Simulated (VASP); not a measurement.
Input of a VASP 6.6.1 run:

The input INCAR:

```
SYSTEM = Mo
PREC = Accurate ; ENCUT = 500
EDIFF = 1E-6 ; ISMEAR = 0
SIGMA = 0.1 ; LREAL = .False.
LASPH = .True. ; NELM = 120
ALGO = Normal ; ISIF = 2
LWAVE = .False. ; LCHARG = .False.
GGA = PE ; IVDW = 12
NBANDS = 13 ; GGA_COMPAT = .False.
```

The input KPOINTS:

```
regular mesh
0
Gamma
  8 8 8
  0 0 0
```

The input POSCAR:

```
Mo
1.0
   -1.5650000000      1.5650000000      1.5650000000
    1.5650000000     -1.5650000000      1.5650000000
    1.5650000000      1.5650000000     -1.5650000000
Mo
1
Direct
    0.0000000000      0.0000000000      0.0000000000
```

Potentials or basis: VASP PAW PBE potentials, release 64 (Mo_sv).

Command:

```console
$ cat potpaw_PBE.64/Mo_sv/POTCAR > POTCAR
$ mpirun -np 1 vasp_std > vasp.out
```

Problem. Estimate the band gap on the k mesh.

Solution. Zero (band 7 reaches 17.00 eV, above the bottom of band 8 at 11.50 eV).

Problem. Estimate the dispersion energy per atom.

Solution. -0.728 eV.

Problem. Estimate the pressure.

Solution. 1.3 GPa.

Caveat: pairwise dispersion overbinds metals, which lowers pressure and volume.
